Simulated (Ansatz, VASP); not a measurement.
**GaN: VASP beside Ansatz**

POSCAR

```
GaN
1.0
    0.0000000000      2.3389106427      2.1467438436
    2.3389106427      0.0000000000      2.1467438436
    2.3389106427      2.3389106427      0.0000000000
Ga N
1 1
Direct
    0.0000000000      0.0000000000      0.0000000000
    0.2500000000      0.2500000000      0.2500000000
```

The input INCAR.step1:

```
  ALGO = Normal
  EDIFF = 1E-4
  ENCUT = 520
  GGA = PE
  ISMEAR = 0
  LASPH = True
  LCHARG = False
  LREAL = False
  LWAVE = True
  NBANDS = 16
  NELM = 80
  PREC = Accurate
  SIGMA = 0.01
```

File INCAR.step2:

```
  ALGO = Normal
  EDIFF = 1E-6
  ENCUT = 520
  ISIF = 2
  ISMEAR = 0
  ISTART = 1
  LASPH = True
  LCHARG = True
  LELF = True
  LMIXTAU = True
  LREAL = False
  LVHAR = True
  LWAVE = False
  METAGGA = R2SCAN
  NBANDS = 16
  NELM = 80
  PREC = Accurate
  SIGMA = 0.01
```

The input KPOINTS:

```
k-points
0
Gamma
  10 10 10
```

Input for Ansatz:

```yaml
crystal:
  lattice:
    - [0.0, 2.3389106427, 2.1467438436]
    - [2.3389106427, 0.0, 2.1467438436]
    - [2.3389106427, 2.3389106427, 0.0]
  atoms:
    - { symbol: Ga, position: [0.0, 0.0, 0.0] }
    - { symbol: "N", position: [0.25, 0.25, 0.25] }
kpoints:
  mp_grid: { grid: [10, 10, 10] }
  band_path:
    path:
      - [0.0, 0.0, 0.0]
      - [-0.5, -0.5, 0.0]
      - [-0.375, -0.375, 0.25]
      - [-0.375, 0.0, 0.375]
      - [0.0, 0.0, 0.5]
      - [-0.5, -0.25, 0.25]
    npoints: 1
hamiltonian:
  xc: r2scan
scf:
  occupations: { method: fixed }
  n_extra_bands: 4
output:
  forces: true
  stress: true
  eigenvalues: true
```

Change from the starting cell: epitaxial_xy strain +4.0%.

Alike in both runs: task single point; functional r2SCAN; k mesh 10 × 10 × 10; no spin polarisation.

|  | VASP | Ansatz |
| --- | --- | --- |
| version | VASP 6.6.1 | Ansatz 0.2.0 |
| potentials or method | VASP PAW PBE potentials, release 64 (Ga_d, N) | plane waves, PAW |
| plane-wave cutoff (eV) | 520 | 500 |
| occupations | gaussian, width 0.01 eV | fixed |
| valence electrons in the cell | 18 | 18 |

|  | VASP | Ansatz | Ansatz less VASP |
| --- | --- | --- | --- |
| gap on the k mesh at the Fermi level (eV) | 1.70 | 1.71 | +0.006 |
| pressure (GPa) | -5.4 | -6.3 | -0.99 |
| traceless stress, the component that is largest in VASP (GPa) | 6.24 | 6.35 | +0.114 |

VASP's potentials were made for PBE, not for r2SCAN.
